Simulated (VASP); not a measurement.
Here is a VASP 6.6.1 calculation.

File POSCAR:

```
Si
1.0
   -1.6049268977      1.6049268977      1.3024853673
    1.6049268977     -1.6049268977      1.3024853673
    1.6049268977      1.6049268977     -1.3024853673
Si
1
Direct
    0.0000000000      0.0000000000      0.0000000000
```

File INCAR.step1:

```
SYSTEM = Si
PREC = Accurate ; ENCUT = 520
EDIFF = 1E-5 ; ISMEAR = -1
SIGMA = 0.05 ; LREAL = .FALSE.
LASPH = .TRUE. ; NELM = 100
ALGO = Normal ; ISIF = 2
LWAVE = .TRUE. ; LCHARG = .FALSE.
GGA = PE ; NBANDS = 8
```

INCAR.step2

```
SYSTEM = Si
PREC = Accurate ; ENCUT = 520
EDIFF = 1E-6 ; ISMEAR = -1
SIGMA = 0.05 ; LREAL = .FALSE.
LASPH = .TRUE. ; NELM = 100
ALGO = Normal ; ISIF = 2
LWAVE = .FALSE. ; LCHARG = .FALSE.
GGA = PE ; LHFCALC = .TRUE.
HFSCREEN = 0.2079 ; PRECFOCK = Normal
ISTART = 1 ; NBANDS = 8
```

The input KPOINTS:

```
regular mesh
0
G
  8 8 8
  0 0 0
```

Potentials or basis: VASP PAW PBE potentials, release 64 (Si).

Command:

```bash
$ cat potpaw_PBE.64/Si/POTCAR > POTCAR
$ cp INCAR.step1 INCAR
$ mpirun -np 1 vasp_std > vasp.out
$ cp INCAR.step2 INCAR
$ mpirun -np 1 vasp_std > vasp.out
```

Problem. Estimate the band gap on the k mesh.

Solution. Zero (bands 2 and 3 overlap by 13.74 eV).

Problem. Estimate the pressure.

Solution. 6.1 GPa.

Stress tensor (GPa, compression positive):
```
8.41 0.00 0.00
0.00 8.41 0.00
0.00 0.00 1.42
```

Caveat: the k points lie up to 0.39 Å⁻¹ apart, too coarse for converged energies and pressures of a metal; the PAW data sets were made with another functional, which shifts forces and pressure a little.
